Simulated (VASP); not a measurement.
# Se (Im-3m) in VASP: a series of runs

Runs on Se. Level: PBEsol. Tasks: single point, relaxation of cell and atoms.

Program: VASP 6.6.1. These are calculated values, not measurements. Logs are shortened: lines on timing, memory, paths and dates and some standing lists are left out, and cuts for length are marked.

### 1 The cell of the first run

Symmetry: Im-3m, No. 229, cubic system. Conventional cell: a = 2.548 Å, b = 2.548 Å, c = 2.548 Å, α = 90.00°, β = 90.00°, γ = 90.00°. Se (site symmetry m-3m) has 14 Se at 2.21 to 2.55 Å within 2.9 Å.

### 2 Single point, PBEsol

Contents of INCAR:

```
SYSTEM = Se
  PREC = Accurate
  ENCUT = 520
  EDIFF = 1E-6
  ISMEAR = -1
  SIGMA = 0.05
  LREAL = .FALSE.
  LASPH = .TRUE.
  NELM = 80
  ALGO = Normal
  ISIF = 2
  LWAVE = .FALSE.
  LCHARG = .FALSE.
  GGA = PS
  NBANDS = 9
```

Contents of KPOINTS:

```
regular mesh
0
G
  20 20 20
  0 0 0
```

Contents of POSCAR:

```
Se
1.0
   -1.2741181710      1.2741181710      1.2741181710
    1.2741181710     -1.2741181710      1.2741181710
    1.2741181710      1.2741181710     -1.2741181710
Se
1
Direct
    0.0000000000      0.0000000000      0.0000000000
```

Potentials or basis: VASP PAW PBE potentials, release 64 (Se).

The run is started by

```sh
cat potpaw_PBE.64/Se/POTCAR > POTCAR
mpirun -np 1 vasp_std > vasp.out
```

OUTCAR:

```text
SYSTEM = Se
   PREC = Accurate
   ENCUT = 520
   EDIFF = 1E-6
   ISMEAR = -1
   LREAL = .FALSE.
   LASPH = .TRUE.
   NELM = 80
   ISIF = 2
   GGA = PS

 ion  position               nearest neighbor table
   1  0.000  0.000  0.000-

  LATTYP: Found a body centered cubic cell.
 ALAT       =     2.5482363420

  Lattice vectors:

 A1 = (  -1.2741181710,   1.2741181710,   1.2741181710)
 A2 = (   1.2741181710,  -1.2741181710,   1.2741181710)
 A3 = (   1.2741181710,   1.2741181710,  -1.2741181710)

Analysis of symmetry for initial positions (statically):
=====================================================================
 Subroutine PRICEL returns:
 Original cell was already a primitive cell.

 Routine SETGRP: Setting up the symmetry group for a
 body centered cubic supercell.

 Subroutine GETGRP returns: Found 48 space group operations
 (whereof 48 operations were pure point group operations)
 out of a pool of 48 trial point group operations.

The static configuration has the point symmetry O_h .

Analysis of symmetry for dynamics (positions and initial velocities):
=====================================================================
 Subroutine PRICEL returns:
 Original cell was already a primitive cell.

 Routine SETGRP: Setting up the symmetry group for a
 body centered cubic supercell.

 Subroutine GETGRP returns: Found 48 space group operations
 (whereof 48 operations were pure point group operations)
 out of a pool of 48 trial point group operations.

The dynamic configuration has the point symmetry O_h .

 Subroutine INISYM returns: Found 48 space group operations
 (whereof 48 operations are pure point group operations),
 and found     1 'primitive' translations

----------------------------------------------------------------------------------------

                                     Primitive cell

  volume of cell :       8.2735

  direct lattice vectors                    reciprocal lattice vectors
    -1.274118171  1.274118171  1.274118171     0.000000000  0.392428278  0.392428278
     1.274118171 -1.274118171  1.274118171     0.392428278  0.000000000  0.392428278
     1.274118171  1.274118171 -1.274118171     0.392428278  0.392428278  0.000000000

  length of vectors
     2.206837407  2.206837407  2.206837407     0.554977393  0.554977393  0.554977393

  position of ions in fractional coordinates (direct lattice)
     0.000000000  0.000000000  0.000000000

  ion indices of the primitive-cell ions
   primitive index   ion index
                 1           1

----------------------------------------------------------------------------------------

 KPOINTS: regular mesh

Automatic generation of k-mesh.
 Grid dimensions read from file:
 generate k-points for:   20   20   20

 Generating k-lattice:

  Cartesian coordinates                     Fractional coordinates (reciprocal lattice)
     0.000000000  0.019621414  0.019621414     0.050000000  0.000000000  0.000000000
     0.019621414  0.000000000  0.019621414     0.000000000  0.050000000  0.000000000
     0.019621414  0.019621414  0.000000000     0.000000000  0.000000000  0.050000000

  Length of vectors
     0.027748870  0.027748870  0.027748870

  Shift w.r.t. Gamma in fractional coordinates (k-lattice)
     0.000000000  0.000000000  0.000000000

 Subroutine IBZKPT returns following result:
 ===========================================

 Found    256 irreducible k-points:

 Following reciprocal coordinates:
            Coordinates               Weight
  0.000000  0.000000  0.000000      1.000000
  0.050000  0.000000  0.000000     12.000000
  0.100000  0.000000  0.000000     12.000000
  0.150000  0.000000  0.000000     12.000000
  0.200000  0.000000  0.000000     12.000000
  0.250000  0.000000  0.000000     12.000000
[... 16 lines left out ...]
  0.200000  0.100000  0.000000     48.000000
  0.250000  0.100000 -0.000000     48.000000
 [... further k-points ...]
   k-points           NKPTS =    256   k-points in BZ     NKDIM =    256   number of bands    NBANDS=      9
   number of dos      NEDOS =    301   number of ions     NIONS =      1
   total plane-waves  NPLWV =   4096
   dimension x,y,z NGX =    16 NGY =   16 NGZ =   16
   dimension x,y,z NGXF=    32 NGYF=   32 NGZF=   32
   ions per type =               1
   NGX,Y,Z   is equivalent  to a cutoff of  12.05, 12.05, 12.05 a.u.
   NGXF,Y,Z  is equivalent  to a cutoff of  24.11, 24.11, 24.11 a.u.
 SYSTEM =  Se
   PREC   = accura    normal or accurate (medium, high low for compatibility)
   ISTART =      0    job   : 0-new  1-cont  2-samecut
   ICHARG =      2    charge: 1-file 2-atom 10-const
   ISPIN  =      1    spin polarized calculation?
   LNONCOLLINEAR =      F non collinear calculations
   LSORBIT =      F    spin-orbit coupling
   LASPH  =      T    aspherical Exc in radial PAW
   ENCUT  =  520.0 eV  38.22 Ry    6.18 a.u.   4.10  4.10  4.10*2*pi/ulx,y,z
   NELM   =     80;   NELMIN=  2; NELMDL= -5     # of ELM steps
   EDIFF  = 0.1E-05   stopping-criterion for ELM
   LREAL  =      F    real-space projection
   EDIFFG = 0.1E-04   stopping-criterion for IOM
   NSW    =      0    number of steps for IOM
   IBRION =     -1    ionic relax: 0-MD 1-quasi-New 2-CG
   NFREE  =      0    steps in history (QN), initial steepest desc. (CG)
   ISIF   =      2    stress and relaxation
   ISYM   =      2    0-nonsym 1-usesym 2-fastsym
   POTIM  = 0.5000    time-step for ionic-motion
   TEBEG  =    0.0;   TEEND  =   0.0 temperature during run
   PSTRESS=    0.0 pullay stress
   NELECT =       6.0000    total number of electrons
   NUPDOWN=      -1.0000    fix difference up-down
   EMIN   =  10.00;   EMAX   =-10.00  energy-range for DOS
   EFERMI =   0.00;   METHOD = LEGACY
   ISMEAR =    -1;   SIGMA  =   0.05  broadening in eV -4-tet -1-fermi 0-gaus
   EFERMI_NEDOS =   21; number of points for ismear=-14 and -15
   IALGO  =     38    algorithm
   IMIX   =      4    mixing-type and parameters
     AMIX     =   0.40;   BMIX     =  1.00
     AMIX_MAG =   1.60;   BMIX_MAG =  1.00
  volume/ion in A,a.u.               =       8.27        55.83
  Fermi-wavevector in a.u.,A,eV,Ry     =   1.470829  2.779464 29.434003  2.163338
  Thomas-Fermi vector in A             =   2.586039
   LORBIT       =      0    0 simple, 1 ext, 2 COOP (PROOUT), +10 PAW based schemes
   GGA     = PS    functional components
   LHFCALC =     F    Hartree Fock is set to
   AEXX    =    0.0000 exact exchange contribution
   IVDW    =     0    specifies the selected vdW correction
   LEPSILON=     F    determine dielectric tensor
   LRPA    =     F    only Hartree local field effects (RPA)
 non-spin polarized calculation
  energy-cutoff  :      520.00
  volume of cell :        8.27
 maximum number of plane-waves:       236
   NGX =  9   NGY =  9   NGZ =  9

 number of electron       5.9999997 magnetization

 Free energy of the ion-electron system (eV)
  ---------------------------------------------------
  ext. energy  EPLUGINS =         0.00000000
  ---------------------------------------------------
  free energy    TOTEN  =         4.11649236 eV

  energy without entropy =        4.11924347  energy(sigma->0) =        4.11786792

 E-fermi :  21.9020     XC(G=0): -15.1354

 val. band max:       21.8833681641   @ k =  -0.4500  -0.4500   0.3000
 cond. band min:      21.9028333612   @ k =  -0.4500   0.4500   0.4500
 fundamental gap:      0.0194651971
 Fermi energy:        21.9020415117

 k-point     1 :       0.0000    0.0000    0.0000
  band No.  band energies     occupation
      1      -7.8221      2.00000
      2      33.4170      0.00000
      3      33.4170      0.00000
      4      33.4170      0.00000
      5      37.2352      0.00000
      6      37.2352      0.00000
      7      37.2352      0.00000
      8      40.3820      0.00000
      9      40.3820      0.00000

 k-point     2 :       0.0500    0.0000    0.0000
  band No.  band energies     occupation
      1      -7.7041      2.00000
      2      31.9503      0.00000
      3      32.4503      0.00000
      4      33.1640      0.00000
      5      36.3236      0.00000
      6      37.0375      0.00000
      7      38.3716      0.00000
      8      39.2928      0.00000
      9      39.4587      0.00000

 k-point     3 :       0.1000    0.0000    0.0000
  band No.  band energies     occupation
      1      -7.3499      2.00000
      2      28.8766      0.00000
      3      30.7622      0.00000
      4      32.4406      0.00000
      5      34.8297      0.00000
      6      36.0242      0.00000
      7      38.9295      0.00000
      8      39.8004      0.00000
      9      40.5680      0.00000

 k-point     4 :       0.1500    0.0000    0.0000
  band No.  band energies     occupation
      1      -6.7592      2.00000
      2      25.3925      0.00000
      3      29.0764      0.00000
      4      31.4109      0.00000
      5      33.4013      0.00000
      6      34.9675      0.00000
      7      39.0206      0.00000
      8      40.7239      0.00000
      9      43.1072      0.00000
[... 205 lines left out ...]
 k-point    22 :       0.1500    0.1000    0.0000
  band No.  band energies     occupation
      1      -5.5759      2.00000
      2      22.0827      0.05254
      3      24.3116      0.00000
      4      28.3158      0.00000
      5      34.3665      0.00000
      6      35.7292      0.00000
      7      38.9853      0.00000
      8      42.7724      0.00000
      9      45.6497      0.00000

 k-point    23 :       0.2000    0.1000    0.0000
  band No.  band energies     occupation
      1      -4.5096      2.00000
      2      18.7395      2.00000
      3      23.0003      0.00000
      4      27.1769      0.00000
      5      33.4732      0.00000
      6      35.8770      0.00000
      7      39.0357      0.00000
      8      44.8691      0.00000
      9      47.3602      0.00000

 k-point    24 :       0.2500    0.1000   -0.0000
  band No.  band energies     occupation
      1      -3.2053      2.00000
      2      15.4964      2.00000
      3      21.9340      0.69090
      4      26.2121      0.00000
      5      32.6826      0.00000
      6      35.7579      0.00000
      7      39.6099      0.00000
      8      46.7369      0.00000
      9      49.6953      0.00000

 [... further k-points ...]
[... 5 lines left out ...]
  --------------------------------------------------------------------------------------
  -------------------------------------------------------------------------------------
  Total       23.8996936     23.8996936     23.8996936      0.0000000      0.0000000      0.0000000
  in kB     4628.2178765   4628.2178765   4628.2178765      0.0000000      0.0000000      0.0000000
  external PRESSURE =    4628.2178765 kB  Pullay stress =       0.0000000 kB

 VOLUME and BASIS-vectors are now :
 -----------------------------------------------------------------------------
  energy-cutoff  :      520.00
  volume of cell :        8.27
      direct lattice vectors                 reciprocal lattice vectors
    -1.274118171  1.274118171  1.274118171     0.000000000  0.392428278  0.392428278
     1.274118171 -1.274118171  1.274118171     0.392428278  0.000000000  0.392428278
     1.274118171  1.274118171 -1.274118171     0.392428278  0.392428278  0.000000000

 POSITION                                       TOTAL-FORCE (eV/Angst)
 -----------------------------------------------------------------------------------
      0.00000      0.00000      0.00000         0.000000     -0.000000     -0.000000
 -----------------------------------------------------------------------------------
    total drift:                               -0.000000     -0.000000      0.000000

  FREE ENERGIE OF THE ION-ELECTRON SYSTEM (eV)
  ---------------------------------------------------
  free  energy   TOTEN  =         4.1164923643 eV

  energy  without entropy=        4.1192434708  energy(sigma->0) =        4.11786792
```

It took 5.2 s on 1 thread of Intel Xeon Platinum 8559C (Emerald Rapids), shared host; peak memory 0.13 GiB.

What came out:

| Property | Result |
| --- | --- |
| Free energy | 4.1165 eV |
| Pressure | 462.8 GPa |
| Band gap on the k mesh | zero (band 3 reaches 33.42 eV, above the bottom of band 4 at 10.29 eV) |

Levels at points of the mesh, in eV from the Fermi level:
```csv
k point,band 1,band 2,band 3,band 4,band 5,band 6,band 7,band 8
"(0.00, 0.00, 0.00)",-29.72,11.51,11.51,11.51,15.33,15.33,15.33,18.48
"(0.50, 0.00, 0.00)",-17.97,-17.79,1.08,4.67,6.72,9.53,26.17,27.33
"(0.50, 0.50, 0.50)",-8.54,-8.54,-8.54,-5.32,-2.27,-2.27,33.97,35.35
```

Caveat: the PAW data sets were made with another functional, which shifts forces and pressure a little.

### 3 Single point, PBEsol

Contents of INCAR:

```
ALGO     = Normal         # electronic algorithm
EDIFF    = 1E-7           # SCF threshold, eV
ENCUT    = 520            # plane-wave cutoff, eV
GGA      = PS             # functional
ISIF     = 2              # what is computed and relaxed
ISMEAR   = -1             # smearing method
LASPH    = True           # aspherical terms in the spheres
LCHARG   = True           # write CHGCAR
LELF     = True           # ELF
LREAL    = False          # projectors in reciprocal space
LVHAR    = True         
LWAVE    = False          # write WAVECAR
NBANDS   = 9              # bands
NELM     = 100            # most SCF steps
PREC     = Accurate       # precision mode
SIGMA    = 0.05           # smearing width, eV
```

Contents of KPOINTS:

```
k-points
0
Gamma
  20 20 20
```

Contents of POSCAR:

```
Se
1.0
   -1.2742798244      1.2742798244      1.2742798244
    1.2742798244     -1.2742798244      1.2742798244
    1.2742798244      1.2742798244     -1.2742798244
Se
1
Direct
    0.0000000000      0.0000000000      0.0000000000
```

Potentials or basis: VASP PAW PBE potentials, release 64 (Se).

The run is started by

```sh
cat potpaw_PBE.64/Se/POTCAR > POTCAR
mpirun -np 1 vasp_std > vasp.out
```

Wall time 5.8 s (1 thread of Intel Xeon Platinum 8559C (Emerald Rapids), shared host); peak memory 0.12 GiB.

It converged, with:

| Item | Value |
| --- | --- |
| Free energy | 4.1074 eV |
| Pressure | 462.2 GPa |
| Band gap on the k mesh | zero (band 3 reaches 33.40 eV, above the bottom of band 4 at 10.29 eV) |

Levels at points of the mesh, in eV from the Fermi level:
```
           k point  band 1  band 2  band 3  band 4  band 5  band 6
(0.00, 0.00, 0.00)  -29.72   11.51   11.51   11.51   15.33   15.33
(0.50, 0.00, 0.00)  -17.97  -17.78    1.08    4.67    6.73    9.52
(0.50, 0.50, 0.50)   -8.54   -8.54   -8.54   -5.32   -2.26   -2.26
```

Caveat: the PAW data sets were made with another functional, which shifts forces and pressure a little.

### 4 Relaxation of cell and atoms, PBEsol, target pressure 450 GPa, at which the enthalpy is minimised

Contents of INCAR:

```
ALGO     = Normal         # electronic algorithm
EDIFF    = 1E-6           # SCF threshold, eV
EDIFFG   = -0.005         # ionic threshold
ENCUT    = 600            # plane-wave cutoff, eV
GGA      = PS             # functional
IBRION   = 2              # ionic algorithm
ISIF     = 3              # what is computed and relaxed
ISMEAR   = -1             # smearing method
LASPH    = True           # aspherical terms in the spheres
LCHARG   = False          # write CHGCAR
LREAL    = False          # projectors in reciprocal space
LWAVE    = False          # write WAVECAR
NELM     = 80             # most SCF steps
NSW      = 60             # ionic steps
PREC     = Accurate       # precision mode
PSTRESS  = 4500.0       
SIGMA    = 0.05           # smearing width, eV
```

KPOINTS is that of step 3.

Contents of POSCAR:

```
Se
1.0
   -1.2741181710      1.2741181710      1.2741181710
    1.2741181710     -1.2741181710      1.2741181710
    1.2741181710      1.2741181710     -1.2741181710
Se
1
Direct
    0.0000000000      0.0000000000      0.0000000000
```

The run is started by

```sh
cat potpaw_PBE.64/Se/POTCAR > POTCAR
mpirun -np 1 vasp_std > vasp.out
```

It took 17 s on 1 thread of Intel Xeon Platinum 8559C (Emerald Rapids), shared host; peak memory 0.14 GiB.

The run converged. Its results:

* Free energy: 3.9147 eV
* Relaxed volume: 8.34 Å³/atom
* Relaxed cell: a = 2.213 Å, b = 2.213 Å, c = 2.213 Å, α = 109.47°, β = 109.47°, γ = 109.47°
* Space group after relaxing (to 0.05 Å): Im-3m (No. 229)
* Energy change on relaxing (the enthalpy is what falls): -201.1 meV/atom
* Ionic steps: 4
* Pressure after relaxing: 449.9 GPa
* Band gap on the k mesh: zero (band 3 reaches 33.07 eV, above the bottom of band 4 at 10.18 eV)

The path:
```tsv
step	energy change (eV)	largest force (eV/Å)	pressure (GPa)	volume (Å³)
1	0.0000	0.0000	462.80	8.27
2	-2.0179	0.0000	336.75	9.09
3	-0.2097	0.0000	449.45	8.35
4	-0.2011	0.0000	449.93	8.34
```

Final structure:
```cif
data_structure
_symmetry_space_group_name_H-M 'P 1'
_symmetry_Int_Tables_number 1
_cell_length_a 2.2131
_cell_length_b 2.2131
_cell_length_c 2.2131
_cell_angle_alpha 109.471
_cell_angle_beta 109.471
_cell_angle_gamma 109.471
_cell_volume 8.34
loop_
_atom_site_label
_atom_site_type_symbol
_atom_site_fract_x
_atom_site_fract_y
_atom_site_fract_z
_atom_site_occupancy
Se1 Se 0.00000 0.00000 0.00000 1
```

Levels at points of the mesh, in eV from the Fermi level:
| k point | band 1 | band 2 | band 3 | band 4 | band 5 | band 6 | band 7 |
| --- | --- | --- | --- | --- | --- | --- | --- |
| (0.00, 0.00, 0.00) | -29.53 | 11.39 | 11.39 | 11.39 | 15.30 | 15.30 | 15.30 |
| (0.50, 0.00, 0.00) | -17.88 | -17.64 | 1.07 | 4.67 | 6.75 | 9.48 | 26.03 |
| (0.50, 0.50, 0.50) | -8.47 | -8.47 | -8.47 | -5.40 | -2.18 | -2.18 | 33.89 |

Caveat: the cell is relaxed towards a set pressure, so the enthalpy falls and the energy may rise; the PAW data sets were made with another functional, which shifts forces and pressure a little.
